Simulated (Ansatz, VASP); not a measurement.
**AlN in VASP and in Ansatz**

The input INCAR:

```
ALGO = Normal ; EDIFF = 1E-6
ENCUT = 520 ; GGA = PE
ISIF = 2 ; ISMEAR = 0
LASPH = True ; LCHARG = True
LELF = True ; LREAL = Auto
LVHAR = True ; LWAVE = False
NBANDS = 86 ; NELM = 60
PREC = Accurate ; SIGMA = 0.02
```

File KPOINTS:

```
k-points
0
Gamma
  2 2 2
```

Contents of POSCAR:

```
AlN
1.0
    3.1302036258     -5.4216717179      0.0000000000
    3.1302036258      5.4216717179      0.0000000000
    0.0000000000      0.0000000000     10.0360387592
Al N
16 16
Direct
    0.6666666667      0.3333333333      0.2496174743
    0.6666666667      0.3333333333      0.7496174743
    0.1666666667      0.3333333333      0.2496174743
    0.1666666667      0.3333333333      0.7496174743
    0.6666666667      0.8333333333      0.2496174743
    0.6666666667      0.8333333333      0.7496174743
    0.1666666667      0.8333333333      0.2496174743
    0.1666666667      0.8333333333      0.7496174743
    0.3333333333      0.1666666667      0.4996174743
    0.3333333333      0.1666666667      0.9996174743
    0.8333333333      0.1666666667      0.4996174743
    0.8333333333      0.1666666667      0.9996174743
    0.3333333333      0.6666666667      0.4996174743
    0.3333333333      0.6666666667      0.9996174743
    0.8333333333      0.6666666667      0.4996174743
    0.8333333333      0.6666666667      0.9996174743
    0.6666666667      0.3333333333      0.4403825257
    0.6666666667      0.3333333333      0.9403825257
    0.1666666667      0.3333333333      0.4403825257
    0.1666666667      0.3333333333      0.9403825257
    0.6666666667      0.8333333333      0.4403825257
    0.6666666667      0.8333333333      0.9403825257
    0.1666666667      0.8333333333      0.4403825257
    0.1666666667      0.8333333333      0.9403825257
    0.3333333333      0.1666666667      0.1903825257
    0.3333333333      0.1666666667      0.6903825257
    0.8333333333      0.1666666667      0.1903825257
    0.8333333333      0.1666666667      0.6903825257
    0.3333333333      0.6666666667      0.1903825257
    0.3333333333      0.6666666667      0.6903825257
    0.8333333333      0.6666666667      0.1903825257
    0.8333333333      0.6666666667      0.6903825257
```

Input for Ansatz:

```yaml
crystal:
  lattice:
    - [3.1302036258, -5.4216717179, 0.0]
    - [3.1302036258, 5.4216717179, 0.0]
    - [0.0, 0.0, 10.0360387592]
  atoms:
    - { symbol: Al, position: [0.6666666667, 0.3333333333, 0.2496174743] }
    - { symbol: Al, position: [0.6666666667, 0.3333333333, 0.7496174743] }
    - { symbol: Al, position: [0.1666666667, 0.3333333333, 0.2496174743] }
    - { symbol: Al, position: [0.1666666667, 0.3333333333, 0.7496174743] }
    - { symbol: Al, position: [0.6666666667, 0.8333333333, 0.2496174743] }
    - { symbol: Al, position: [0.6666666667, 0.8333333333, 0.7496174743] }
    - { symbol: Al, position: [0.1666666667, 0.8333333333, 0.2496174743] }
    - { symbol: Al, position: [0.1666666667, 0.8333333333, 0.7496174743] }
    - { symbol: Al, position: [0.3333333333, 0.1666666667, 0.4996174743] }
    - { symbol: Al, position: [0.3333333333, 0.1666666667, 0.9996174743] }
    - { symbol: Al, position: [0.8333333333, 0.1666666667, 0.4996174743] }
    - { symbol: Al, position: [0.8333333333, 0.1666666667, 0.9996174743] }
    - { symbol: Al, position: [0.3333333333, 0.6666666667, 0.4996174743] }
    - { symbol: Al, position: [0.3333333333, 0.6666666667, 0.9996174743] }
    - { symbol: Al, position: [0.8333333333, 0.6666666667, 0.4996174743] }
    - { symbol: Al, position: [0.8333333333, 0.6666666667, 0.9996174743] }
    - { symbol: "N", position: [0.6666666667, 0.3333333333, 0.4403825257] }
    - { symbol: "N", position: [0.6666666667, 0.3333333333, 0.9403825257] }
    - { symbol: "N", position: [0.1666666667, 0.3333333333, 0.4403825257] }
    - { symbol: "N", position: [0.1666666667, 0.3333333333, 0.9403825257] }
    - { symbol: "N", position: [0.6666666667, 0.8333333333, 0.4403825257] }
    - { symbol: "N", position: [0.6666666667, 0.8333333333, 0.9403825257] }
    - { symbol: "N", position: [0.1666666667, 0.8333333333, 0.4403825257] }
    - { symbol: "N", position: [0.1666666667, 0.8333333333, 0.9403825257] }
    - { symbol: "N", position: [0.3333333333, 0.1666666667, 0.1903825257] }
    - { symbol: "N", position: [0.3333333333, 0.1666666667, 0.6903825257] }
    - { symbol: "N", position: [0.8333333333, 0.1666666667, 0.1903825257] }
    - { symbol: "N", position: [0.8333333333, 0.1666666667, 0.6903825257] }
    - { symbol: "N", position: [0.3333333333, 0.6666666667, 0.1903825257] }
    - { symbol: "N", position: [0.3333333333, 0.6666666667, 0.6903825257] }
    - { symbol: "N", position: [0.8333333333, 0.6666666667, 0.1903825257] }
    - { symbol: "N", position: [0.8333333333, 0.6666666667, 0.6903825257] }
basis:
  ecutwfc: 420
  xc_grid: 2
kpoints:
  mp_grid: { grid: [2, 2, 2], shift: [0.0, 0.0, 0.0] }
hamiltonian:
  xc: pbe
scf:
  occupations: { method: gaussian, width: 0.02 }
output:
  forces: true
  stress: true
  eigenvalues: true
  write_density: true
  write_potential: true
  elf: true
  volumetric_format: npy
```

Alike in both runs: task single point; functional PBE; k mesh 2 × 2 × 2; occupations gaussian, width 0.02 eV; no spin polarisation.

```csv
,VASP,Ansatz
version,VASP 6.6.1,Ansatz 0.2.0
potentials or method,"VASP PAW PBE potentials, release 64 (Al, N), cutoff 520 eV","scalar-relativistic, plane waves, PAW"
valence electrons in the cell,128,128
```

Ansatz gave:

- gap on the k mesh at the Fermi level (eV): 4.03
- least direct gap on the mesh (eV): 4.03
- pressure (GPa): 0.0
- traceless stress, the component that is largest in VASP (GPa): -0.25
- rms of the force components (eV/Å): 0.010

Task: Which values does VASP return?

Result: gap on the k mesh at the Fermi level (eV): 4.04; least direct gap on the mesh (eV): 4.04; pressure (GPa): -0.3; traceless stress, the component that is largest in VASP (GPa): -0.22; rms of the force components (eV/Å): 0.008.

Atom by atom the forces differ by 0.002 eV/Å (rms over components).

The k mesh is coarse, so the values compare programs but aren't converged.
